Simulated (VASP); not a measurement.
# W (Im-3m) in VASP: single point with PBEsol

Aim: the single point of W with PBEsol.

All numbers are computed with VASP 6.6.1; they aren't measurements. Logs are shortened: lines on timing, memory, paths and dates and some standing lists are left out, and cuts for length are marked.

### 1 The cell of the first run

The structure is cubic, space group Im-3m (No. 229). Conventional cell: a = 3.165 Å, b = 3.165 Å, c = 3.165 Å, α = 90.00°, β = 90.00°, γ = 90.00°. Within 3.6 Å of W (site symmetry m-3m) lie 14 W at 2.74 to 3.16 Å.

### 2 Single point, PBEsol

Contents of INCAR:

```
SYSTEM = W
ALGO     = Normal         ! electronic algorithm
EDIFF    = 1E-6           ! SCF threshold, eV
ENCUT    = 500            ! plane-wave cutoff, eV
GGA      = PS             ! functional
GGA_COMPAT= .False.      
ISIF     = 2              ! what is computed and relaxed
ISMEAR   = -5             ! smearing method
LASPH    = .True.         ! aspherical terms in the spheres
LCHARG   = .True.         ! write CHGCAR
LELF     = .True.         ! ELF
LREAL    = .False.        ! projectors in reciprocal space
LVHAR    = .True.       
LWAVE    = .False.        ! write WAVECAR
NBANDS   = 13             ! bands
NELM     = 120            ! most SCF steps
PREC     = Accurate       ! precision mode
SIGMA    = 0.1            ! smearing width, eV
```

Contents of KPOINTS:

```
Automatic mesh
0
Gamma
  12 12 12
  0.5 0.5 0.5
```

Contents of POSCAR:

```
W
1.0
   -1.5823450000      1.5823450000      1.5823450000
    1.5823450000     -1.5823450000      1.5823450000
    1.5823450000      1.5823450000     -1.5823450000
W
1
Direct
    0.0000000000      0.0000000000      0.0000000000
```

Potentials or basis: VASP PAW PBE potentials, release 64 (W_sv).

Run with:

```bash
$ cat potpaw_PBE.64/W_sv/POTCAR > POTCAR
$ mpirun -np 1 vasp_std > vasp.out
```

OUTCAR:

```text
SYSTEM = W
   EDIFF = 1E-6
   ENCUT = 500
   GGA = PS
   ISIF = 2
   ISMEAR = -5
   LASPH = .True.
   LREAL = .False.
   NELM = 120
   PREC = Accurate

 ion  position               nearest neighbor table
   1  0.000  0.000  0.000-

  LATTYP: Found a body centered cubic cell.
 ALAT       =     3.1646900000

  Lattice vectors:

 A1 = (  -1.5823450000,   1.5823450000,   1.5823450000)
 A2 = (   1.5823450000,  -1.5823450000,   1.5823450000)
 A3 = (   1.5823450000,   1.5823450000,  -1.5823450000)

Analysis of symmetry for initial positions (statically):
=====================================================================
 Subroutine PRICEL returns:
 Original cell was already a primitive cell.

 Routine SETGRP: Setting up the symmetry group for a
 body centered cubic supercell.

 Subroutine GETGRP returns: Found 48 space group operations
 (whereof 48 operations were pure point group operations)
 out of a pool of 48 trial point group operations.

The static configuration has the point symmetry O_h .

Analysis of symmetry for dynamics (positions and initial velocities):
=====================================================================
 Subroutine PRICEL returns:
 Original cell was already a primitive cell.

 Routine SETGRP: Setting up the symmetry group for a
 body centered cubic supercell.

 Subroutine GETGRP returns: Found 48 space group operations
 (whereof 48 operations were pure point group operations)
 out of a pool of 48 trial point group operations.

The dynamic configuration has the point symmetry O_h .

 Subroutine INISYM returns: Found 48 space group operations
 (whereof 48 operations are pure point group operations),
 and found     1 'primitive' translations

----------------------------------------------------------------------------------------

                                     Primitive cell

  volume of cell :      15.8476

  direct lattice vectors                    reciprocal lattice vectors
    -1.582345000  1.582345000  1.582345000     0.000000000  0.315986716  0.315986716
     1.582345000 -1.582345000  1.582345000     0.315986716  0.000000000  0.315986716
     1.582345000  1.582345000 -1.582345000     0.315986716  0.315986716  0.000000000

  length of vectors
     2.740701935  2.740701935  2.740701935     0.446872699  0.446872699  0.446872699

  position of ions in fractional coordinates (direct lattice)
     0.000000000  0.000000000  0.000000000

  ion indices of the primitive-cell ions
   primitive index   ion index
                 1           1

----------------------------------------------------------------------------------------

 KPOINTS: Automatic mesh

Automatic generation of k-mesh.
 Grid dimensions read from file:
 generate k-points for:   12   12   12

 Generating k-lattice:

  Cartesian coordinates                     Fractional coordinates (reciprocal lattice)
     0.000000000  0.026332226  0.026332226     0.083333333  0.000000000  0.000000000
     0.026332226  0.000000000  0.026332226     0.000000000  0.083333333  0.000000000
     0.026332226  0.026332226  0.000000000     0.000000000  0.000000000  0.083333333

  Length of vectors
     0.037239392  0.037239392  0.037239392

  Shift w.r.t. Gamma in fractional coordinates (k-lattice)
     0.500000000  0.500000000  0.500000000

 TETIRR: Found   1949 inequivalent tetrahedra from    10368

 Subroutine IBZKPT returns following result:
 ===========================================

 Found     68 irreducible k-points:

 Following reciprocal coordinates:
            Coordinates               Weight
  0.041667  0.041667  0.041667      8.000000
  0.125000  0.041667  0.041667     24.000000
  0.208333  0.041667  0.041667     24.000000
  0.291667  0.041667  0.041667     24.000000
  0.375000  0.041667  0.041667     24.000000
  0.458333  0.041667  0.041667     12.000000
[... 16 lines left out ...]
 -0.208333  0.375000  0.041667     24.000000
 -0.458333  0.458333  0.041667     24.000000
 [... further k-points ...]
   k-points           NKPTS =     68   k-points in BZ     NKDIM =     68   number of bands    NBANDS=     13
   number of dos      NEDOS =    301   number of ions     NIONS =      1
   total plane-waves  NPLWV =   8000
   dimension x,y,z NGX =    20 NGY =   20 NGZ =   20
   dimension x,y,z NGXF=    40 NGYF=   40 NGZF=   40
   ions per type =               1
   NGX,Y,Z   is equivalent  to a cutoff of  12.13, 12.13, 12.13 a.u.
   NGXF,Y,Z  is equivalent  to a cutoff of  24.26, 24.26, 24.26 a.u.
 SYSTEM =  W
   PREC   = accura    normal or accurate (medium, high low for compatibility)
   ISTART =      0    job   : 0-new  1-cont  2-samecut
   ICHARG =      2    charge: 1-file 2-atom 10-const
   ISPIN  =      1    spin polarized calculation?
   LNONCOLLINEAR =      F non collinear calculations
   LSORBIT =      F    spin-orbit coupling
   LASPH  =      T    aspherical Exc in radial PAW
   ENCUT  =  500.0 eV  36.75 Ry    6.06 a.u.   5.00  5.00  5.00*2*pi/ulx,y,z
   NELM   =    120;   NELMIN=  2; NELMDL= -5     # of ELM steps
   EDIFF  = 0.1E-05   stopping-criterion for ELM
   LREAL  =      F    real-space projection
   EDIFFG = 0.1E-04   stopping-criterion for IOM
   NSW    =      0    number of steps for IOM
   IBRION =     -1    ionic relax: 0-MD 1-quasi-New 2-CG
   NFREE  =      0    steps in history (QN), initial steepest desc. (CG)
   ISIF   =      2    stress and relaxation
   ISYM   =      2    0-nonsym 1-usesym 2-fastsym
   POTIM  = 0.5000    time-step for ionic-motion
   TEBEG  =    0.0;   TEEND  =   0.0 temperature during run
   PSTRESS=    0.0 pullay stress
   NELECT =      14.0000    total number of electrons
   NUPDOWN=      -1.0000    fix difference up-down
   EMIN   =  10.00;   EMAX   =-10.00  energy-range for DOS
   EFERMI =   0.00;   METHOD = LEGACY
   ISMEAR =    -5;   SIGMA  =   0.10  broadening in eV -4-tet -1-fermi 0-gaus
   EFERMI_NEDOS =   21; number of points for ismear=-14 and -15
   IALGO  =     38    algorithm
   IMIX   =      4    mixing-type and parameters
     AMIX     =   0.40;   BMIX     =  1.00
     AMIX_MAG =   1.60;   BMIX_MAG =  1.00
  volume/ion in A,a.u.               =      15.85       106.94
  Fermi-wavevector in a.u.,A,eV,Ry     =   1.570832  2.968442 33.572544  2.467512
  Thomas-Fermi vector in A             =   2.672506
   LORBIT       =      0    0 simple, 1 ext, 2 COOP (PROOUT), +10 PAW based schemes
   GGA     = PS    functional components
   LHFCALC =     F    Hartree Fock is set to
   AEXX    =    0.0000 exact exchange contribution
   IVDW    =     0    specifies the selected vdW correction
   LEPSILON=     F    determine dielectric tensor
   LRPA    =     F    only Hartree local field effects (RPA)
 non-spin polarized calculation
 Fermi weights with tetrahedron method with Bloechl corrections
  energy-cutoff  :      500.00
  volume of cell :       15.85
 maximum number of plane-waves:       414
   NGX =  9   NGY =  9   NGZ =  9

 number of electron      14.0000004 magnetization

 Free energy of the ion-electron system (eV)
  ---------------------------------------------------
  ext. energy  EPLUGINS =         0.00000000
  ---------------------------------------------------
  free energy    TOTEN  =       -13.80093078 eV

  energy without entropy =      -13.80093078  energy(sigma->0) =      -13.80093078

 E-fermi :  11.3178     XC(G=0): -13.7649

 val. band max:       11.6900900955   @ k =   0.4583   0.0417   0.0417
 cond. band min:      11.3449049427   @ k =  -0.4583   0.4583   0.2083
 fundamental gap:     -0.3451851528
 Fermi energy:        11.3178344687

 k-point     1 :       0.0417    0.0417    0.0417
  band No.  band energies     occupation
      1     -62.8718      2.00000
      2     -26.5912      2.00000
      3     -26.4568      2.00000
      4     -26.4568      2.00000
      5       2.1208      2.00000
      6       9.7951      2.00000
      7       9.7951      2.00000
      8      10.6115      2.05199
      9      13.3151      0.00000
     10      13.3151      0.00000
     11      26.1306      0.00000
     12      26.8420      0.00000
     13      26.8420      0.00000

 k-point     2 :       0.1250    0.0417    0.0417
  band No.  band energies     occupation
      1     -62.8481      2.00000
      2     -26.8335      2.00000
      3     -26.5319      2.00000
      4     -26.4594      2.00000
      5       3.0197      2.00000
      6       9.2658      2.00000
      7       9.4893      2.00000
      8      11.6463      0.24937
      9      12.9231      0.00000
     10      13.4770      0.00000
     11      26.6985      0.00000
     12      28.0052      0.00000
     13      28.2110      0.00000

 k-point     3 :       0.2083    0.0417    0.0417
  band No.  band energies     occupation
      1     -62.8154      2.00000
      2     -27.1398      2.00000
      3     -26.6470      2.00000
      4     -26.4631      2.00000
      5       4.1955      2.00000
      6       8.6609      2.00000
      7       9.1781      2.00000
      8      12.9099     -0.01213
      9      13.2300      0.00000
     10      13.6975      0.00000
     11      26.2713      0.00000
     12      27.7946      0.00000
     13      29.7155      0.00000

 k-point     4 :       0.2917    0.0417    0.0417
  band No.  band energies     occupation
      1     -62.7826      2.00000
      2     -27.4319      2.00000
      3     -26.7631      2.00000
      4     -26.4667      2.00000
      5       5.0210      2.00000
      6       8.1423      2.00000
      7       9.5538      2.00008
      8      13.2691      0.00000
      9      13.9808      0.00000
     10      15.0977      0.00000
     11      24.7633      0.00000
     12      25.3754      0.00000
     13      31.1766      0.00000

 k-point     5 :       0.3750    0.0417    0.0417
  band No.  band energies     occupation
      1     -62.7584      2.00000
      2     -27.6388      2.00000
      3     -26.8474      2.00000
      4     -26.4695      2.00000
      5       5.1832      2.00000
      6       7.8010      2.00000
      7      10.8214      2.02908
      8      13.5154      0.00000
      9      14.2644      0.00000
     10      16.9323      0.00000
     11      23.0272      0.00000
     12      23.4730      0.00000
     13      28.9562      0.00000
[... 257 lines left out ...]
 k-point    22 :      -0.2917    0.3750    0.0417
  band No.  band energies     occupation
      1     -62.7755      2.00000
      2     -27.4184      2.00000
      3     -26.8031      2.00000
      4     -26.5203      2.00000
      5       5.3022      2.00000
      6       8.3973      2.00000
      7       9.2998      2.00003
      8      12.5709     -0.01782
      9      14.3689      0.00000
     10      15.0826      0.00000
     11      24.3923      0.00000
     12      26.5255      0.00000
     13      30.8690      0.00000

 k-point    23 :      -0.2083    0.3750    0.0417
  band No.  band energies     occupation
      1     -62.7782      2.00000
      2     -27.3440      2.00000
      3     -26.8098      2.00000
      4     -26.5583      2.00000
      5       5.5170      2.00000
      6       8.3901      2.00000
      7       9.0480      2.00000
      8      12.1518     -0.03026
      9      14.3139      0.00000
     10      15.0788      0.00000
     11      24.7760      0.00000
     12      27.9072      0.00000
     13      30.2474      0.00000

 k-point    24 :      -0.4583    0.4583    0.0417
  band No.  band energies     occupation
      1     -62.7508      2.00000
      2     -27.7081      2.00000
      3     -26.8638      2.00000
      4     -26.4647      2.00000
      5       5.0699      2.00000
      6       7.8123      2.00000
      7      11.3642      1.59412
      8      13.2764      0.00000
      9      14.6774      0.00000
     10      17.1691      0.00000
     11      22.5198      0.00000
     12      23.2590      0.00000
     13      28.3395      0.00000

 [... further k-points ...]
[... 5 lines left out ...]
  --------------------------------------------------------------------------------------
  -------------------------------------------------------------------------------------
  Total       -0.2041067     -0.2041067     -0.2041067     -0.0000000      0.0000000      0.0000000
  in kB      -20.6349897    -20.6349897    -20.6349897     -0.0000000      0.0000000      0.0000000
  external PRESSURE =     -20.6349897 kB  Pullay stress =       0.0000000 kB

 VOLUME and BASIS-vectors are now :
 -----------------------------------------------------------------------------
  energy-cutoff  :      500.00
  volume of cell :       15.85
      direct lattice vectors                 reciprocal lattice vectors
    -1.582345000  1.582345000  1.582345000     0.000000000  0.315986716  0.315986716
     1.582345000 -1.582345000  1.582345000     0.315986716  0.000000000  0.315986716
     1.582345000  1.582345000 -1.582345000     0.315986716  0.315986716  0.000000000

 POSITION                                       TOTAL-FORCE (eV/Angst)
 -----------------------------------------------------------------------------------
      0.00000      0.00000      0.00000         0.000000      0.000000     -0.000000
 -----------------------------------------------------------------------------------
    total drift:                                0.000000      0.000000      0.000000

  FREE ENERGIE OF THE ION-ELECTRON SYSTEM (eV)
  ---------------------------------------------------
  free  energy   TOTEN  =       -13.8009307794 eV

  energy  without entropy=      -13.8009307794  energy(sigma->0) =      -13.80093078
```

It took 7.1 s on 1 thread of Intel Xeon 6975P-C (Granite Rapids), shared host; peak memory 0.13 GiB.

What came out:

```
Free energy            : -13.8009 eV
Pressure               : -2.1 GPa
Band gap on the k mesh : zero (band 7 reaches 15.70 eV, above the bottom of band 8 at 10.11 eV)
```

Caveat: the PAW data sets were made with another functional, which shifts forces and pressure a little; spin-orbit coupling is left out, which moves the levels of the heavy elements; tetrahedron occupations give inexact forces and stress in metals.
